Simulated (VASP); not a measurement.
# Nb (P6/mmm) in VASP: a series of runs, part 2 of 2

VASP 6.6.1. The steps go on from the part before.

**3. Density of states, PBE**

This run uses another cell than the first one, of 18.49 Å³/atom, 1.282 times its volume.

File POSCAR:

```
Nb
1.0
    4.8841573460      0.0000000000      0.0000000000
   -2.4420786730      4.2298043377      0.0000000000
    0.0000000000      0.0000000000      2.6850557581
Nb
3
Direct
    0.0000000000      0.0000000000      0.0000000000
    0.3333333333      0.6666666667      0.5000000000
    0.6666666667      0.3333333333      0.5000000000
```

File INCAR.step1:

```
PREC = Accurate ; ENCUT = 520
EDIFF = 1E-6 ; ISMEAR = -1
SIGMA = 0.05 ; LREAL = False
LASPH = True ; NELM = 60
ALGO = Normal ; ISIF = 2
LWAVE = False ; LCHARG = True
LMAXMIX = 4 ; GGA = PE
NBANDS = 26
```

File KPOINTS.step1:

```
regular mesh
0
Gamma
  9 9 12
```

File INCAR.step2:

```
PREC = Accurate ; ENCUT = 520
EDIFF = 1E-6 ; ISMEAR = -5
SIGMA = 0.05 ; LREAL = False
LASPH = True ; NELM = 60
ALGO = Normal ; ISIF = 2
LWAVE = False ; LCHARG = False
LMAXMIX = 4 ; GGA = PE
LORBIT = 10 ; NBANDS = 26
NEDOS = 2001 ; ICHARG = 11
```

File KPOINTS.step2:

```
regular mesh
0
Gamma
  14 14 18
```

Potentials or basis: VASP PAW PBE potentials, release 64 (Nb_sv).

Run with:

```console
$ cat potpaw_PBE.64/Nb_sv/POTCAR > POTCAR
$ cp INCAR.step1 INCAR
$ cp KPOINTS.step1 KPOINTS
$ mpirun -np 1 vasp_std > vasp.out
$ cp INCAR.step2 INCAR
$ cp KPOINTS.step2 KPOINTS
$ mpirun -np 1 vasp_std > vasp.out
```

OUTCAR:

```text
PREC = Accurate
   ENCUT = 520
   EDIFF = 1E-6
   ISMEAR = -5
   LREAL = False
   LASPH = True
   NELM = 60
   ISIF = 2
   GGA = PE
   LORBIT = 10
   ICHARG = 11

 ion  position               nearest neighbor table
   1  0.000  0.000  0.000-
   2  0.333  0.667  0.500-   3 2.82   3 2.82   3 2.82
   3  0.667  0.333  0.500-   2 2.82   2 2.82   2 2.82

  LATTYP: Found a hexagonal cell.
 ALAT       =     4.8841573460
 C/A-ratio  =     0.5497480052

  Lattice vectors:

 A1 = (   4.8841573460,   0.0000000000,   0.0000000000)
 A2 = (  -2.4420786730,   4.2298043377,   0.0000000000)
 A3 = (   0.0000000000,   0.0000000000,   2.6850557581)

Analysis of symmetry for initial positions (statically):
=====================================================================
 Subroutine PRICEL returns:
 Original cell was already a primitive cell.

 Routine SETGRP: Setting up the symmetry group for a
 hexagonal supercell.

 Subroutine GETGRP returns: Found 24 space group operations
 (whereof 24 operations were pure point group operations)
 out of a pool of 24 trial point group operations.

The static configuration has the point symmetry D_6h.

Analysis of symmetry for dynamics (positions and initial velocities):
=====================================================================
 Subroutine PRICEL returns:
 Original cell was already a primitive cell.

 Routine SETGRP: Setting up the symmetry group for a
 hexagonal supercell.

 Subroutine GETGRP returns: Found 24 space group operations
 (whereof 24 operations were pure point group operations)
 out of a pool of 24 trial point group operations.

The dynamic configuration has the point symmetry D_6h.
[... 116 lines left out ...]
   EMIN   =  10.00;   EMAX   =-10.00  energy-range for DOS
   EFERMI =   0.00;   METHOD = LEGACY
   ISMEAR =    -5;   SIGMA  =   0.05  broadening in eV -4-tet -1-fermi 0-gaus
   EFERMI_NEDOS =   21; number of points for ismear=-14 and -15
   IALGO  =     38    algorithm
   IMIX   =      4    mixing-type and parameters
     AMIX     =   0.40;   BMIX     =  1.00
     AMIX_MAG =   1.60;   BMIX_MAG =  1.00
  volume/ion in A,a.u.               =      18.49       124.78
  Fermi-wavevector in a.u.,A,eV,Ry     =   1.455711  2.750896 28.832048  2.119096
  Thomas-Fermi vector in A             =   2.572714
   LORBIT       =     10    0 simple, 1 ext, 2 COOP (PROOUT), +10 PAW based schemes
   GGA     = PE    functional components
   LHFCALC =     F    Hartree Fock is set to
   AEXX    =    0.0000 exact exchange contribution
   IVDW    =     0    specifies the selected vdW correction
   LEPSILON=     F    determine dielectric tensor
   LRPA    =     F    only Hartree local field effects (RPA)
 non-spin polarized calculation
 Fermi weights with tetrahedron method with Bloechl corrections
  energy-cutoff  :      520.00
  volume of cell :       55.47
 maximum number of plane-waves:      1518

 number of electron      39.0000005 magnetization

 Free energy of the ion-electron system (eV)
  ---------------------------------------------------
  ext. energy  EPLUGINS =         0.00000000
  ---------------------------------------------------
  free energy    TOTEN  =       -30.05351482 eV

  energy without entropy =      -30.05351482  energy(sigma->0) =      -30.05351482

 E-fermi :  11.0441     XC(G=0): -12.3505

 val. band max:       11.0863530659   @ k =   0.2143   0.2143   0.2222
 cond. band min:      10.9682398095   @ k =   0.0000   0.0000   0.5000
 fundamental gap:     -0.1181132564
 Fermi energy:        11.0440814622

 k-point     1 :       0.0000    0.0000    0.0000
  band No.  band energies     occupation
      1     -43.6350      2.00000
      2     -43.4566      2.00000
      3     -43.4001      2.00000
      4     -19.9601      2.00000
      5     -19.9601      2.00000
      6     -19.7557      2.00000
[... 685 lines left out ...]
     25      14.2053      0.00000
     26      14.5195      0.00000

 [... further k-points ...]
[... 5 lines left out ...]
  --------------------------------------------------------------------------------------
  -------------------------------------------------------------------------------------
  Total       -0.2105405     -0.2105405     -0.2089249      0.0000000      0.0000000      0.0000000
  in kB       -6.0811124     -6.0811124     -6.0344466      0.0000000      0.0000000      0.0000000
  external PRESSURE =      -6.0655571 kB  Pullay stress =       0.0000000 kB

 VOLUME and BASIS-vectors are now :
 -----------------------------------------------------------------------------
  energy-cutoff  :      520.00
  volume of cell :       55.47
      direct lattice vectors                 reciprocal lattice vectors
     4.884157346  0.000000000  0.000000000     0.204743609  0.118208778  0.000000000
    -2.442078673  4.229804338  0.000000000     0.000000000  0.236417555  0.000000000
     0.000000000  0.000000000  2.685055758     0.000000000  0.000000000  0.372431744

 POSITION                                       TOTAL-FORCE (eV/Angst)
 -----------------------------------------------------------------------------------
      0.00000      0.00000      0.00000        -0.000000     -0.000000      0.000000
     -0.00000      2.81987      1.34253        -0.000000      0.000000      0.000000
      2.44208      1.40993      1.34253         0.000000     -0.000000     -0.000000
 -----------------------------------------------------------------------------------
    total drift:                               -0.000000      0.000000     -0.000000

  FREE ENERGIE OF THE ION-ELECTRON SYSTEM (eV)
  ---------------------------------------------------
  free  energy   TOTEN  =       -30.0535148232 eV

  energy  without entropy=      -30.0535148232  energy(sigma->0) =      -30.05351482

 total charge

# of ion       s       p       d       tot
------------------------------------------
    1        2.214   6.006   2.443  10.663
    2        2.225   5.987   2.527  10.739
    3        2.225   5.987   2.527  10.739
--------------------------------------------------
tot          6.663  17.980   7.498  32.141
```

OUTCAR.step1:

```text
PREC = Accurate
   ENCUT = 520
   EDIFF = 1E-6
   ISMEAR = -1
   LREAL = False
   LASPH = True
[... 920 lines left out ...]
      0.00000      0.00000      0.00000         0.000000      0.000000      0.000000
     -0.00000      2.81987      1.34253        -0.000000     -0.000000     -0.000000
      2.44208      1.40993      1.34253        -0.000000      0.000000      0.000000
 -----------------------------------------------------------------------------------
    total drift:                                0.000000      0.000000     -0.000000

  FREE ENERGIE OF THE ION-ELECTRON SYSTEM (eV)
  ---------------------------------------------------
  free  energy   TOTEN  =       -30.0551652464 eV

  energy  without entropy=      -30.0258257652  energy(sigma->0) =      -30.04049551
```

Run time: 1.8 min. Hardware: 1 thread of Intel Xeon 6975P-C (Granite Rapids), shared host; peak memory 0.35 GiB.

What came out:

```
Valence electrons inside the program's atomic spheres : Nb 10.66, 10.74
```

Caveat: tetrahedron occupations give inexact forces and stress in metals.

**4. Density of states, PBE (volume scaled by 0.43)**

File POSCAR:

```
Nb
1.0
    3.6086410315      0.0000000000      0.0000000000
   -1.8043205158      3.1251748064      0.0000000000
    0.0000000000      0.0000000000      2.1150161678
Nb
3
Direct
    0.0000000000      0.0000000000      0.0000000000
    0.3333333333      0.6666666667      0.5000000000
    0.6666666667      0.3333333333      0.5000000000
```

File INCAR.step1:

```
SYSTEM = Nb
  PREC = Accurate
  ENCUT = 520
  EDIFF = 1E-6
  ISMEAR = -1
  SIGMA = 0.05
  LREAL = .False.
  LASPH = .True.
  NELM = 100
  ALGO = Normal
  ISIF = 2
  LWAVE = .False.
  LCHARG = .True.
  LMAXMIX = 4
  GGA = PE
  NBANDS = 26
```

File KPOINTS.step1:

```
regular mesh
0
Gamma
  9 9 12
  0 0 0
```

File INCAR.step2:

```
SYSTEM = Nb
  PREC = Accurate
  ENCUT = 520
  EDIFF = 1E-6
  ISMEAR = -5
  SIGMA = 0.05
  LREAL = .False.
  LASPH = .True.
  NELM = 100
  ALGO = Normal
  ISIF = 2
  LWAVE = .False.
  LCHARG = .False.
  LMAXMIX = 4
  GGA = PE
  LORBIT = 11
  NBANDS = 26
  NEDOS = 2001
  ICHARG = 11
```

File KPOINTS.step2:

```
regular mesh
0
Gamma
  14 14 18
  0 0 0
```

Run with:

```console
$ cat potpaw_PBE.64/Nb_sv/POTCAR > POTCAR
$ cp INCAR.step1 INCAR
$ cp KPOINTS.step1 KPOINTS
$ mpirun -np 1 vasp_std > vasp.out
$ cp INCAR.step2 INCAR
$ cp KPOINTS.step2 KPOINTS
$ mpirun -np 1 vasp_std > vasp.out
```

Wall time 80 s (1 thread of AMD EPYC 9R45 (Zen 5), shared host); peak memory 0.2 GiB.

Levels at points of the mesh, in eV from the Fermi level:
| k point | band 15 | band 16 | band 17 | band 18 | band 19 | band 20 | band 21 | band 22 | band 23 | band 24 |
| --- | --- | --- | --- | --- | --- | --- | --- | --- | --- | --- |
| (0.00, 0.00, 0.00) | -2.84 | -2.75 | -1.64 | -1.64 | -0.11 | -0.11 | 0.00 | 0.00 | 2.29 | 2.29 |
| (0.50, 0.00, 0.00) | -6.99 | -5.84 | -4.35 | -4.18 | -0.54 | 0.16 | 0.79 | 3.66 | 3.75 | 8.72 |
| (0.00, 0.00, 0.50) | -8.02 | -8.02 | -0.98 | -0.98 | 0.31 | 1.98 | 1.98 | 2.19 | 7.50 | 7.50 |
| (0.50, 0.00, 0.50) | -9.16 | -7.50 | -5.17 | -5.00 | -3.71 | -0.81 | 2.33 | 4.12 | 4.17 | 7.95 |

Caveat: the cell differs from its parent crystal (volume scaled by 0.43); tetrahedron occupations give inexact forces and stress in metals.
